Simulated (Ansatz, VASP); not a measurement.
# Two plane-wave programs on MgI2

```xyz
3
Lattice="4.1134 0.0000 0.0000 -2.0567 3.5623 0.0000 0.0000 0.0000 6.7475" Properties=species:S:1:pos:R:3 pbc="T T T"
Mg    0.0000    0.0000    0.0000
I     0.0000    2.3749    4.9251
I     2.0567    1.1874    1.8223
```

Alike in both runs: task single point; functional LDA; k mesh 6 × 6 × 4; occupations gaussian, width 0.05 eV; no spin polarisation.

|  | VASP | Ansatz |
| --- | --- | --- |
| version | VASP 6.6.1 | Ansatz 0.2.0 |
| potentials or method | VASP PAW LDA potentials, release 64 (Mg, I), cutoff 520 eV | scalar-relativistic, plane waves, PAW |
| valence electrons in the cell | 16 | 44 |

VASP gave:

- gap on the k mesh at the Fermi level (eV): 3.02
- least direct gap on the mesh (eV): 3.07
- pressure (GPa): -2.8
- traceless stress, the component that is largest in VASP (GPa): -1.30
- rms of the force components (eV/Å): 0.418

**Question.** Which values does Ansatz return?

**Answer.** gap on the k mesh at the Fermi level (eV): 3.04; least direct gap on the mesh (eV): 3.06; pressure (GPa): -2.7; traceless stress, the component that is largest in VASP (GPa): -1.31; rms of the force components (eV/Å): 0.411.

LDA's correlation is that of Perdew and Zunger in VASP and of Perdew and Wang (1992) in Ansatz. Atom by atom the forces differ by 0.007 eV/Å (rms over components). VASP's potentials hold 16 valence electrons a cell and Ansatz's 44, so a difference there can come from the potentials and not from the codes.

Neither program's run includes spin-orbit coupling.
